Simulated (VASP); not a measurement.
In: single point with PBEsol

The system is In.

```xyz
1
Lattice="0.0000 2.2356 2.2356 2.2356 0.0000 2.2356 2.2356 2.2356 0.0000" Properties=species:S:1:pos:R:3 pbc="T T T"
In    0.0000    0.0000    0.0000
```

```
Program             : VASP 6.6.1
Task                : single point
Functional          : PBEsol
Potentials or basis : VASP PAW PBE potentials, release 64 (In_d)
Cutoff              : 520 eV
k mesh              : 8 × 8 × 8
Occupations         : gaussian, width 0.1 eV
Spin                : no spin polarisation
```

```
Pressure : 8.8 GPa
```

Levels at points of the mesh, in eV from the Fermi level:
```tsv
k point	band 3	band 4	band 5	band 6	band 7	band 8	band 9	band 10
(0.00, 0.00, 0.00)	-14.95	-14.68	-14.68	-10.93	11.62	11.81	11.81	11.81
(0.50, 0.00, 0.00)	-14.94	-14.45	-14.45	-4.59	-4.33	9.36	9.36	10.92
(0.50, 0.50, 0.00)	-14.47	-14.39	-14.39	-2.96	-1.96	4.17	4.17	8.08
```

It took 6 s on 1 thread of Intel(R) Xeon(R) 6975P-C (Granite Rapids) (shared host), peak memory 0.12 GiB.

Caveat: the PAW data sets were made with another functional, which shifts forces and pressure a little; spin-orbit coupling is left out, which moves the levels of the heavy elements.
